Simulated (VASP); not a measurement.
# ZrAl3B3N (P3m1) in VASP: notebook

Runs on ZrAl3B3N. Level: PBE. Tasks: single point.

Program: VASP 6.6.1. These are calculated values, not measurements. Logs are shortened: lines on timing, memory, paths and dates and some standing lists are left out, and cuts for length are marked.

**1. The cell of the first run**

The structure is trigonal, space group P3m1 (No. 156). Conventional cell: a = 3.017 Å, b = 3.017 Å, c = 11.416 Å, α = 90.00°, β = 90.00°, γ = 120.00°. Zr (site symmetry 3m) has 9 B at 2.48 to 2.57 Å and 6 Zr at 3.02 Å within 3.3 Å. Al (site symmetry 3m) has 3 N at 2.11 Å and 6 B at 2.35 to 2.43 Å within 2.8 Å. Within 2.8 Å of Al (site symmetry 3m) lie 3 N at 2.12 Å. Within 3.1 Å of Al (site symmetry 3m) lie 3 B at 2.21 Å and 9 Al at 2.92 to 3.02 Å. Within 2.4 Å of B (site symmetry 3m) lie 3 B at 1.75 Å and 3 Al at 2.35 Å. Within 2.3 Å of B (site symmetry 3m) lie 3 B at 1.75 Å. Within 2.9 Å of B (site symmetry 3m) lie 3 Al at 2.21 Å and 3 Zr at 2.53 Å. N (site symmetry 3m) has 6 Al at 2.11 to 2.12 Å and 1 B at 2.89 Å within 2.9 Å.

**2. Single point, PBE**

Input file INCAR:

```
SYSTEM = ZrAl3B3N
  PREC = Accurate
  ENCUT = 520
  EDIFF = 1E-7
  ISMEAR = 0
  SIGMA = 0.1
  LREAL = .FALSE.
  LASPH = .TRUE.
  NELM = 100
  ALGO = Normal
  ISIF = 2
  LWAVE = .FALSE.
  LCHARG = .FALSE.
  GGA = PE
  NBANDS = 28
```

Input file KPOINTS:

```
regular mesh
0
G
  12 12 4
  0 0 0
```

Input file POSCAR:

```
ZrAl3B3N
1.0
    3.0173868252      0.0000000000      0.0000000000
   -1.5086934126      2.6131336437      0.0000000000
    0.0000000000      0.0000000000     11.4155235601
Zr Al B N
1 3 3 1
Direct
    0.3333333333      0.6666666667      0.0105440296
    0.3333333333      0.6666666667      0.3139775578
    0.6666666667      0.3333333333      0.5254667465
    0.0000000000      0.0000000000      0.7303619753
    0.6666666667      0.3333333333      0.1756411490
    0.0000000000      0.0000000000      0.1657559167
    0.6666666667      0.3333333333      0.8492275141
    0.0000000000      0.0000000000      0.4190251113
```

Potentials or basis: VASP PAW PBE potentials, release 64 (Zr_sv, Al, B, N).

The run is started by

```
$ cat potpaw_PBE.64/Zr_sv/POTCAR potpaw_PBE.64/Al/POTCAR potpaw_PBE.64/B/POTCAR potpaw_PBE.64/N/POTCAR > POTCAR
$ mpirun -np 1 vasp_std > vasp.out
```

OUTCAR:

```text
SYSTEM = ZrAl3B3N
   PREC = Accurate
   ENCUT = 520
   EDIFF = 1E-7
   ISMEAR = 0
   LREAL = .FALSE.
   LASPH = .TRUE.
   NELM = 100
   ISIF = 2
   GGA = PE

 ion  position               nearest neighbor table
   1  0.333  0.667  0.011-   6 2.48   6 2.48   6 2.48   7 2.53   7 2.53   7 2.53   5 2.57   5 2.57
                             5 2.57   2 3.46
   2  0.333  0.667  0.314-   8 2.11   8 2.11   8 2.11   5 2.35   5 2.35   5 2.35   6 2.43   6 2.43
                             6 2.43   3 2.98   3 2.98   3 2.98   1 3.46
   3  0.667  0.333  0.525-   8 2.12   8 2.12   8 2.12   4 2.92   4 2.92   4 2.92   2 2.98   2 2.98
                             2 2.98
   4  0.000  0.000  0.730-   7 2.21   7 2.21   7 2.21   3 2.92   3 2.92   3 2.92
   5  0.667  0.333  0.176-   6 1.75   6 1.75   6 1.75   2 2.35   2 2.35   2 2.35   1 2.57   1 2.57
                             1 2.57
   6  0.000  0.000  0.166-   5 1.75   5 1.75   5 1.75   2 2.43   2 2.43   2 2.43   1 2.48   1 2.48
                             1 2.48
   7  0.667  0.333  0.849-   4 2.21   4 2.21   4 2.21   1 2.53   1 2.53   1 2.53
   8  0.000  0.000  0.419-   2 2.11   2 2.11   2 2.11   3 2.12   3 2.12   3 2.12

  LATTYP: Found a hexagonal cell.
 ALAT       =     3.0173868252
 C/A-ratio  =     3.7832482944

  Lattice vectors:

 A1 = (   3.0173868252,   0.0000000000,   0.0000000000)
 A2 = (  -1.5086934126,   2.6131336437,   0.0000000000)
 A3 = (   0.0000000000,   0.0000000000,  11.4155235601)

Analysis of symmetry for initial positions (statically):
=====================================================================
 Subroutine PRICEL returns:
 Original cell was already a primitive cell.

 Routine SETGRP: Setting up the symmetry group for a
 hexagonal supercell.

 Subroutine GETGRP returns: Found  6 space group operations
 (whereof  6 operations were pure point group operations)
 out of a pool of 24 trial point group operations.

The static configuration has the point symmetry C_3v.

Analysis of symmetry for dynamics (positions and initial velocities):
=====================================================================
 Subroutine PRICEL returns:
 Original cell was already a primitive cell.

 Routine SETGRP: Setting up the symmetry group for a
 hexagonal supercell.

 Subroutine GETGRP returns: Found  6 space group operations
 (whereof  6 operations were pure point group operations)
 out of a pool of 24 trial point group operations.

The dynamic configuration has the point symmetry C_3v.

 Subroutine INISYM returns: Found  6 space group operations
 (whereof  6 operations are pure point group operations),
 and found     1 'primitive' translations

----------------------------------------------------------------------------------------

                                     Primitive cell

  volume of cell :      90.0095

  direct lattice vectors                    reciprocal lattice vectors
     3.017386825  0.000000000  0.000000000     0.331412596  0.191341151  0.000000000
    -1.508693413  2.613133644  0.000000000     0.000000000  0.382682303  0.000000000
     0.000000000  0.000000000 11.415523560     0.000000000  0.000000000  0.087600012

  length of vectors
     3.017386825  3.017386825 11.415523560     0.382682303  0.382682303  0.087600012

  position of ions in fractional coordinates (direct lattice)
     0.333333333  0.666666667  0.010544030
     0.333333333  0.666666667  0.313977558
     0.666666667  0.333333333  0.525466747
     0.000000000  0.000000000  0.730361975
     0.666666667  0.333333333  0.175641149
     0.000000000  0.000000000  0.165755917
     0.666666667  0.333333333  0.849227514
     0.000000000  0.000000000  0.419025111

  ion indices of the primitive-cell ions
   primitive index   ion index
                 1           1
                 2           2
                 3           3
                 4           4
                 5           5
                 6           6
                 7           7
                 8           8

----------------------------------------------------------------------------------------

 KPOINTS: regular mesh

Automatic generation of k-mesh.
 Grid dimensions read from file:
 generate k-points for:   12   12    4

 Generating k-lattice:

  Cartesian coordinates                     Fractional coordinates (reciprocal lattice)
     0.027617716  0.015945096  0.000000000     0.083333333  0.000000000  0.000000000
     0.000000000  0.031890192  0.000000000     0.000000000  0.083333333  0.000000000
     0.000000000  0.000000000  0.021900003     0.000000000  0.000000000  0.250000000

  Length of vectors
     0.031890192  0.031890192  0.021900003

  Shift w.r.t. Gamma in fractional coordinates (k-lattice)
     0.000000000  0.000000000  0.000000000

 Subroutine IBZKPT returns following result:
 ===========================================

 Found     69 irreducible k-points:

 Following reciprocal coordinates:
            Coordinates               Weight
  0.000000  0.000000  0.000000      1.000000
  0.083333  0.000000  0.000000      6.000000
  0.166667  0.000000  0.000000      6.000000
  0.250000  0.000000  0.000000      6.000000
  0.333333 -0.000000  0.000000      6.000000
  0.416667 -0.000000  0.000000      6.000000
[... 16 lines left out ...]
  0.166667  0.000000  0.250000      6.000000
  0.000000  0.166667  0.250000      6.000000
 [... further k-points ...]
   k-points           NKPTS =     69   k-points in BZ     NKDIM =     69   number of bands    NBANDS=     28
   number of dos      NEDOS =    301   number of ions     NIONS =      8
   total plane-waves  NPLWV =  51840
   dimension x,y,z NGX =    24 NGY =   24 NGZ =   90
   dimension x,y,z NGXF=    48 NGYF=   48 NGZF=  180
   ions per type =               1   3   3   1
   NGX,Y,Z   is equivalent  to a cutoff of  13.22, 13.22, 13.11 a.u.
   NGXF,Y,Z  is equivalent  to a cutoff of  26.45, 26.45, 26.21 a.u.
 SYSTEM =  ZrAl3B3N
   PREC   = accura    normal or accurate (medium, high low for compatibility)
   ISTART =      0    job   : 0-new  1-cont  2-samecut
   ICHARG =      2    charge: 1-file 2-atom 10-const
   ISPIN  =      1    spin polarized calculation?
   LNONCOLLINEAR =      F non collinear calculations
   LSORBIT =      F    spin-orbit coupling
   LASPH  =      T    aspherical Exc in radial PAW
   ENCUT  =  520.0 eV  38.22 Ry    6.18 a.u.   5.61  5.61 21.23*2*pi/ulx,y,z
   NELM   =    100;   NELMIN=  2; NELMDL= -5     # of ELM steps
   EDIFF  = 0.1E-06   stopping-criterion for ELM
   LREAL  =      F    real-space projection
   EDIFFG = 0.1E-05   stopping-criterion for IOM
   NSW    =      0    number of steps for IOM
   IBRION =     -1    ionic relax: 0-MD 1-quasi-New 2-CG
   NFREE  =      0    steps in history (QN), initial steepest desc. (CG)
   ISIF   =      2    stress and relaxation
   ISYM   =      2    0-nonsym 1-usesym 2-fastsym
   POTIM  = 0.5000    time-step for ionic-motion
   TEBEG  =    0.0;   TEEND  =   0.0 temperature during run
   PSTRESS=    0.0 pullay stress
   NELECT =      35.0000    total number of electrons
   NUPDOWN=      -1.0000    fix difference up-down
   EMIN   =  10.00;   EMAX   =-10.00  energy-range for DOS
   EFERMI =   0.00;   METHOD = LEGACY
   ISMEAR =     0;   SIGMA  =   0.10  broadening in eV -4-tet -1-fermi 0-gaus
   EFERMI_NEDOS =   21; number of points for ismear=-14 and -15
   IALGO  =     38    algorithm
   IMIX   =      4    mixing-type and parameters
     AMIX     =   0.40;   BMIX     =  1.00
     AMIX_MAG =   1.60;   BMIX_MAG =  1.00
  volume/ion in A,a.u.               =      11.25        75.93
  Fermi-wavevector in a.u.,A,eV,Ry     =   1.194909  2.258050 19.426489  1.427807
  Thomas-Fermi vector in A             =   2.330887
   LORBIT       =      0    0 simple, 1 ext, 2 COOP (PROOUT), +10 PAW based schemes
   GGA     = PE    functional components
   LHFCALC =     F    Hartree Fock is set to
   AEXX    =    0.0000 exact exchange contribution
   IVDW    =     0    specifies the selected vdW correction
   LEPSILON=     F    determine dielectric tensor
   LRPA    =     F    only Hartree local field effects (RPA)
 non-spin polarized calculation
 Gauss-broadening in eV      SIGMA  =   0.10
  energy-cutoff  :      520.00
  volume of cell :       90.01
 maximum number of plane-waves:      2456
 NGX is ok and might be reduce to    24
   NGX = 11   NGY = 11   NGZ = 43

 number of electron      34.9999998 magnetization

 Free energy of the ion-electron system (eV)
  ---------------------------------------------------
  ext. energy  EPLUGINS =         0.00000000
  ---------------------------------------------------
  free energy    TOTEN  =       -50.11897295 eV

  energy without entropy =      -50.10884216  energy(sigma->0) =      -50.11390756

 E-fermi :   9.0993     XC(G=0): -11.3884

 val. band max:        9.0530048476   @ k =   0.3333   0.2500   0.0000
 cond. band min:       9.1102099815   @ k =   0.3333   0.1667   0.2500
 fundamental gap:      0.0572051339
 Fermi energy:         9.0993160867

 k-point     1 :       0.0000    0.0000    0.0000
  band No.  band energies     occupation
      1     -39.2460      2.00000
      2     -17.5586      2.00000
      3     -16.6494      2.00000
      4     -16.6494      2.00000
      5      -8.4004      2.00000
      6      -4.2836      2.00000
[... 20 lines left out ...]
     27      15.7483      0.00000
     28      16.5703      0.00000

 k-point     2 :       0.0833    0.0000    0.0000
  band No.  band energies     occupation
      1     -39.2330      2.00000
      2     -17.5398      2.00000
      3     -16.7466      2.00000
      4     -16.6702      2.00000
      5      -8.3031      2.00000
      6      -4.1663      2.00000
[... 20 lines left out ...]
     27      15.9577      0.00000
     28      16.7297      0.00000

 k-point     3 :       0.1667    0.0000    0.0000
  band No.  band energies     occupation
      1     -39.1972      2.00000
      2     -17.4884      2.00000
      3     -17.0053      2.00000
      4     -16.7268      2.00000
      5      -8.0208      2.00000
      6      -3.8200      2.00000
[... 20 lines left out ...]
     27      15.6742      0.00000
     28      16.4937      0.00000

 k-point     4 :       0.2500    0.0000    0.0000
  band No.  band energies     occupation
      1     -39.1479      2.00000
      2     -17.4217      2.00000
      3     -17.3398      2.00000
      4     -16.8028      2.00000
      5      -7.5859      2.00000
      6      -3.2579      2.00000
[... 20 lines left out ...]
     27      15.4577      0.00000
     28      16.0806      0.00000

 k-point     5 :       0.3333   -0.0000    0.0000
  band No.  band energies     occupation
      1     -39.0979      2.00000
      2     -17.6722      2.00000
      3     -17.3415      2.00000
      4     -16.8777      2.00000
      5      -7.0696      2.00000
      6      -2.4993      2.00000
[... 20 lines left out ...]
     27      15.3560      0.00000
     28      15.5746      0.00000

 k-point     6 :       0.4167   -0.0000    0.0000
  band No.  band energies     occupation
      1     -39.0610      2.00000
      2     -17.9015      2.00000
      3     -17.2881      2.00000
      4     -16.9317      2.00000
      5      -6.6107      2.00000
      6      -1.5794      2.00000
[... 463 lines left out ...]
      5      -8.3031      2.00000
      6      -4.1712      2.00000
[... 20 lines left out ...]
     27      15.9594      0.00000
     28      16.8099      0.00000

 k-point    22 :       0.0000    0.0833    0.2500
  band No.  band energies     occupation
      1     -39.2330      2.00000
      2     -17.5398      2.00000
      3     -16.7466      2.00000
      4     -16.6702      2.00000
      5      -8.3031      2.00000
      6      -4.1712      2.00000
[... 20 lines left out ...]
     27      15.9312      0.00000
     28      16.8024      0.00000

 k-point    23 :       0.1667    0.0000    0.2500
  band No.  band energies     occupation
      1     -39.1972      2.00000
      2     -17.4884      2.00000
      3     -17.0053      2.00000
      4     -16.7268      2.00000
      5      -8.0208      2.00000
      6      -3.8238      2.00000
[... 20 lines left out ...]
     27      15.7954      0.00000
     28      16.5406      0.00000

 k-point    24 :       0.0000    0.1667    0.2500
  band No.  band energies     occupation
      1     -39.1972      2.00000
      2     -17.4884      2.00000
      3     -17.0053      2.00000
      4     -16.7268      2.00000
      5      -8.0208      2.00000
      6      -3.8238      2.00000
[... 20 lines left out ...]
     27      15.5961      0.00000
     28      16.4730      0.00000

 [... further k-points ...]

------------------------ aborting loop because EDIFF is reached ----------------------------------------

  FORCE on cell =-STRESS in cart. coord.  units (eV):
  Direction    XX          YY          ZZ          XY          YZ          ZX
  --------------------------------------------------------------------------------------
  -------------------------------------------------------------------------------------
  Total       -0.0043167     -0.0043167     -0.0155708      0.0000000     -0.0000000      0.0000000
  in kB       -0.0768374     -0.0768374     -0.2771619      0.0000000     -0.0000000      0.0000000
  external PRESSURE =      -0.1436122 kB  Pullay stress =       0.0000000 kB

 VOLUME and BASIS-vectors are now :
 -----------------------------------------------------------------------------
  energy-cutoff  :      520.00
  volume of cell :       90.01
      direct lattice vectors                 reciprocal lattice vectors
     3.017386825  0.000000000  0.000000000     0.331412596  0.191341151  0.000000000
    -1.508693413  2.613133644  0.000000000     0.000000000  0.382682303  0.000000000
     0.000000000  0.000000000 11.415523560     0.000000000  0.000000000  0.087600012

 POSITION                                       TOTAL-FORCE (eV/Angst)
 -----------------------------------------------------------------------------------
     -0.00000      1.74209      0.12037         0.000000     -0.000000     -0.005657
     -0.00000      1.74209      3.58422         0.000000     -0.000000      0.008257
      1.50869      0.87104      5.99848        -0.000000      0.000000     -0.006058
      0.00000      0.00000      8.33746         0.000000     -0.000000     -0.001590
      1.50869      0.87104      2.00504        -0.000000     -0.000000      0.005620
      0.00000      0.00000      1.89219        -0.000000      0.000000      0.007345
      1.50869      0.87104      9.69438        -0.000000     -0.000000     -0.007703
      0.00000      0.00000      4.78339        -0.000000     -0.000000     -0.000214
 -----------------------------------------------------------------------------------
    total drift:                                0.000000     -0.000000      0.000398

  FREE ENERGIE OF THE ION-ELECTRON SYSTEM (eV)
  ---------------------------------------------------
  free  energy   TOTEN  =       -50.1189729525 eV

  energy  without entropy=      -50.1088421587  energy(sigma->0) =      -50.11390756
```

It took 78 s on 1 thread of Intel Xeon 6975P-C (Granite Rapids), shared host; peak memory 0.32 GiB.

What came out:

```
Free energy            : -50.1190 eV
Pressure               : 0.0 GPa
Largest force          : 0.008 eV/Å
Band gap on the k mesh : zero (an odd number of electrons rules out a gap without spin polarisation)
```

Forces in eV/Å, atoms in the order of the input:
```
Zr   0.000  0.000 -0.006
Al   0.000  0.000  0.008
Al   0.000  0.000 -0.006
Al   0.000  0.000 -0.002
B    0.000  0.000  0.006
B    0.000  0.000  0.007
B    0.000  0.000 -0.008
N    0.000  0.000  0.000
```

Levels at points of the mesh, in eV from the Fermi level:
```
           k point  band 15  band 16  band 17  band 18  band 19  band 20
(0.00, 0.00, 0.00)    -1.16    -0.40     1.62     1.62     1.80     2.66
(0.50, 0.00, 0.00)    -3.25    -2.49    -1.60    -0.27     0.72     0.81
(0.00, 0.00, 0.50)    -1.16    -1.16     1.62     1.62     2.00     2.66
(0.50, 0.00, 0.50)    -3.55    -2.12    -1.18    -0.55     0.76     0.81
```

Caveat: an odd number of electrons without spin polarisation forces a metal; a magnetic or distorted state may lie lower.

**3. Single point, PBE, collinear spin**

Input file INCAR:

```
PREC = Accurate
ENCUT = 520
EDIFF = 1E-6
ISMEAR = 0
SIGMA = 0.1
LREAL = False
LASPH = True
NELM = 150
ALGO = Normal
ISIF = 2
LWAVE = False
LCHARG = False
ISPIN = 2
MAGMOM = 1 0 0 0 0 0 0 0
LORBIT = 11
LMAXMIX = 4
GGA = PE
NBANDS = 32
```

Input file KPOINTS:

```
regular mesh
0
Gamma
  6 6 2
```

Input file POSCAR:

```
ZrAl3B3N
1.0
    3.0325651995      0.0000000000      0.0000000000
   -1.5162825997      2.6262785014      0.0000000000
    0.0000000000      0.0000000000     11.2964830586
Zr Al B N
1 3 3 1
Direct
    0.3333333333      0.6666666667      0.0082394119
    0.3333333333      0.6666666667      0.3139016356
    0.6666666667      0.3333333333      0.5280319142
    0.0000000000      0.0000000000      0.7322940444
    0.6666666667      0.3333333333      0.1738479861
    0.0000000000      0.0000000000      0.1642468509
    0.6666666667      0.3333333333      0.8497152645
    0.0000000000      0.0000000000      0.4197228925
```

Potentials or basis: VASP PAW PBE potentials, release 64 (Zr_sv, Al, B, N).

The run is started by

```
$ cat potpaw_PBE.64/Zr_sv/POTCAR potpaw_PBE.64/Al/POTCAR potpaw_PBE.64/B/POTCAR potpaw_PBE.64/N/POTCAR > POTCAR
$ mpirun -np 1 vasp_std > vasp.out
```

Wall time 50 s (1 thread of Intel Xeon 6975P-C (Granite Rapids), shared host); peak memory 0.28 GiB.

Results (log left out):

- Free energy: -50.0654 eV
- Pressure: -0.2 GPa
- Largest force: 0.042 eV/Å
- Net moment: 0.00 μB per cell
- Valence electrons inside the program's atomic spheres: Zr 10.01; Al 0.66, 0.69, 0.76; B 2.02, 2.00, 1.78; N 3.73

Forces in eV/Å, atoms in the order of the input:
```
Zr   0.000  0.000 -0.018
Al   0.000  0.000  0.036
Al   0.000  0.000 -0.042
Al   0.000  0.000  0.020
B    0.000  0.000  0.031
B    0.000  0.000  0.014
B    0.000  0.000 -0.021
N    0.000  0.000 -0.020
```

Stress tensor (GPa, compression positive):
```
-0.20  0.00  0.00
 0.00 -0.20  0.00
 0.00  0.00 -0.28
```

Levels at points of the mesh, in eV from the Fermi level:
Spin up:
```csv
k point,band 13,band 14,band 15,band 16,band 17,band 18,band 19,band 20,band 21,band 22
"(0.00, 0.00, 0.00)",-2.89,-1.31,-1.31,-0.27,1.43,1.43,1.72,2.49,2.49,4.13
"(0.50, 0.00, 0.00)",-3.72,-3.66,-3.29,-2.58,-1.65,-0.26,0.54,0.67,2.13,3.17
"(0.00, 0.00, 0.50)",-1.87,-1.31,-1.31,-1.11,1.43,1.43,1.94,2.49,2.49,4.13
"(0.50, 0.00, 0.50)",-4.03,-3.68,-3.65,-2.16,-1.24,-0.59,0.53,0.75,2.15,2.58
```
Spin down:
| k point | band 15 | band 16 | band 17 | band 18 | band 19 | band 20 |
| --- | --- | --- | --- | --- | --- | --- |
| (0.00, 0.00, 0.00) | -1.31 | -0.27 | 1.43 | 1.43 | 1.72 | 2.49 |
| (0.50, 0.00, 0.00) | -3.29 | -2.58 | -1.65 | -0.26 | 0.54 | 0.67 |
| (0.00, 0.00, 0.50) | -1.31 | -1.10 | 1.43 | 1.43 | 1.94 | 2.49 |
| (0.50, 0.00, 0.50) | -3.65 | -2.16 | -1.24 | -0.59 | 0.53 | 0.75 |

Caveat: the k points lie up to 0.40 Å⁻¹ apart.

The gap in the log of VASP goes by the Fermi energy; the results here count the filled bands.